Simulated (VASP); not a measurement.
A run of VASP 6.6.1 is set up as follows.

File INCAR:

```
SYSTEM = W
PREC = Accurate
ENCUT = 500
EDIFF = 1E-6
ISMEAR = 0
SIGMA = 0.15
LREAL = .FALSE.
LASPH = .TRUE.
NELM = 120
ALGO = Normal
ISIF = 2
LWAVE = .FALSE.
LCHARG = .TRUE.
GGA = PS
LELF = .TRUE.
LVHAR = .TRUE.
NBANDS = 13
GGA_COMPAT = .FALSE.
```

The input KPOINTS:

```
Automatic mesh
0
G
  22 22 22
  0 0 0
```

POSCAR

```
W
1.0
    0.0000000000      2.0666371061      1.7709013362
    2.0666371061      0.0000000000      1.7709013362
    2.0666371061      2.0666371061      0.0000000000
W
1
Direct
    0.0000000000      0.0000000000      0.0000000000
```

Potentials or basis: VASP PAW PBE potentials, release 64 (W_sv).

Run with:

```sh
$ cat potpaw_PBE.64/W_sv/POTCAR > POTCAR
$ mpirun -np 1 vasp_std > vasp.out
```

Question: What does it give for the band gap on the k mesh?

Answer: Zero (bands 7 and 8 overlap by 6.14 eV).

Question: Predict the pressure.

Answer: 17.9 GPa.

Stress tensor (GPa, compression positive):
```
29.82  0.00  0.00
 0.00 29.82  0.00
 0.00  0.00 -5.80
```

Caveat: the cell stands under pressure; the PAW data sets were made with another functional, which shifts forces and pressure a little; spin-orbit coupling is left out, which moves the levels of the heavy elements.
